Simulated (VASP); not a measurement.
A run of VASP 6.6.1:

The input INCAR:

```
PREC     = Accurate       # precision mode
ENCUT    = 500            # plane-wave cutoff, eV
EDIFF    = 1E-7           # SCF threshold, eV
ISMEAR   = -1             # smearing method
SIGMA    = 0.05           # smearing width, eV
LREAL    = F              # projectors in reciprocal space
LASPH    = T              # aspherical terms in the spheres
NELM     = 120            # most SCF steps
ALGO     = Normal         # electronic algorithm
ISIF     = 3              # what is computed and relaxed
LWAVE    = F              # write WAVECAR
LCHARG   = F              # write CHGCAR
GGA      = PS             # functional
IBRION   = 2              # ionic algorithm
NSW      = 80             # ionic steps
EDIFFG   = -0.02          # ionic threshold
PSTRESS  = 300.0        
GGA_COMPAT= F            
NELMIN   = 4
```

File KPOINTS:

```
regular mesh
0
Gamma
  9 9 9
```

POSCAR

```
Tl
1.0
   -1.9250000000      1.9250000000      1.9250000000
    1.9250000000     -1.9250000000      1.9250000000
    1.9250000000      1.9250000000     -1.9250000000
Tl
1
Direct
    0.0000000000      0.0000000000      0.0000000000
```

Potentials or basis: VASP PAW PBE potentials, release 64 (Tl_d).

The run is started by

```bash
$ cat potpaw_PBE.64/Tl_d/POTCAR > POTCAR
$ mpirun -np 1 vasp_std > vasp.out
```

Hardware: 1 thread of Intel(R) Xeon(R) Platinum 8488C (Sapphire Rapids), on a shared host.

Estimate the wall time of this run.

Run time: 24 s on 1 thread of Intel(R) Xeon(R) Platinum 8488C (Sapphire Rapids), with other jobs on the host, peak memory 0.16 GiB. Counts: scf iterations 45, k points 35, ion steps 5.
